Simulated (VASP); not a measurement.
MgO, 2 atoms in the cell. The structure is cubic, space group F-43m (No. 216). The conventional cell has a = 4.613 Å, b = 4.613 Å, c = 4.613 Å, α = 90.00°, β = 90.00°, γ = 90.00°. Within 2.6 Å of Mg (site symmetry -43m) lie 4 O at 2.00 Å. O (site symmetry -43m) has 4 Mg at 2.00 Å within 2.6 Å. 

- Program: VASP 6.6.1
- Task: single point
- Functional: PBE
- Potentials or basis: VASP PAW PBE potentials, release 64 (Mg, O)
- Cutoff: 600 eV
- k mesh: 8 × 8 × 8
- Occupations: gaussian, width 0.02 eV
- Spin: no spin polarisation
- Dipole correction: no
- Further INCAR settings: ALGO = Normal; EDIFF = 1e-06; NBANDS = 11

Potentials or basis: VASP PAW PBE potentials, release 64 (Mg, O).

Launch:

```console
$ cat potpaw_PBE.64/Mg/POTCAR potpaw_PBE.64/O/POTCAR > POTCAR
$ mpirun -np 1 vasp_std > vasp.out
```

Hardware: 1 thread of Intel Xeon 8259CL (shared host).

How long does it take, and how much memory?

It took 18 s on 1 thread of Intel Xeon 8259CL, on a shared host, peak memory 0.16 GiB. Counts: scf iterations 12, k points 29.
